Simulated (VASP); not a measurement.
**SiO2: single point with r2SCAN**

Crystal: SiO2.

```xyz
12
Lattice="-4.4720 4.4720 2.6118 4.4720 -4.4720 2.6118 4.4720 4.4720 -2.6118" Properties=species:S:1:pos:R:3 pbc="T T T"
Si    1.5821    1.5821    0.0000
Si   -2.8899    2.8899    2.6118
Si    2.8899   -2.8899    2.6118
Si    2.8899    2.8899    2.6118
O     2.2360    2.2360    1.3059
O     2.2360   -2.2360    1.3059
O    -2.2360    2.2360    1.3059
O     2.2360    2.2360   -1.3059
O     1.8653    0.0000    0.0000
O     0.0000    7.0788    0.0000
O     0.0000    1.8653    0.0000
O     7.0788    0.0000    0.0000
```

```
Program             : VASP 6.6.1
Task                : single point
Functional          : r2SCAN
Potentials or basis : VASP PAW PBE potentials, release 64 (Si, O)
Cutoff              : 520 eV
k mesh              : 6 × 6 × 6
Occupations         : gaussian, width 0.02 eV
Spin                : no spin polarisation
```

```
Pressure               : 0.2 GPa
Largest force          : 0.007 eV/Å
Band gap on the k mesh : 6.07 eV (least direct gap 6.08 eV)
```

Forces on the atoms (eV/Å):
```
Si   0.005  0.005  0.000
Si   0.005 -0.005  0.000
Si  -0.005  0.005  0.000
Si  -0.005 -0.005  0.000
O    0.000  0.000  0.000
O    0.000  0.000  0.000
O    0.000  0.000  0.000
O    0.000  0.000  0.000
O    0.006  0.000  0.000
O    0.000 -0.006  0.000
O    0.000  0.006  0.000
O   -0.006  0.000  0.000
```

Stress tensor (GPa, compression positive):
```
0.13 0.00 0.00
0.00 0.13 0.00
0.00 0.00 0.36
```

Levels at points of the mesh, in eV from the valence-band top:
```csv
k point,band 29,band 30,band 31,band 32,band 33,band 34,band 35,band 36
"(0.00, 0.00, 0.00)",-0.82,-0.67,-0.01,-0.01,6.07,8.98,9.57,9.87
"(0.50, 0.00, 0.00)",-1.12,-0.78,-0.59,-0.25,8.27,8.43,9.31,9.94
"(0.50, 0.50, 0.00)",-0.46,-0.38,-0.37,-0.24,7.19,7.62,9.55,9.86
"(0.50, 0.50, 0.50)",-1.02,-0.17,0.00,0.00,8.11,8.46,8.46,8.65
```

Run time: 40 min on 1 thread of Oxide Virtual Turin-like Processor (shared host), peak memory 0.49 GiB.

Caveat: the PAW data sets were made with another functional, which shifts forces and pressure a little. A k mesh can miss the band edges.
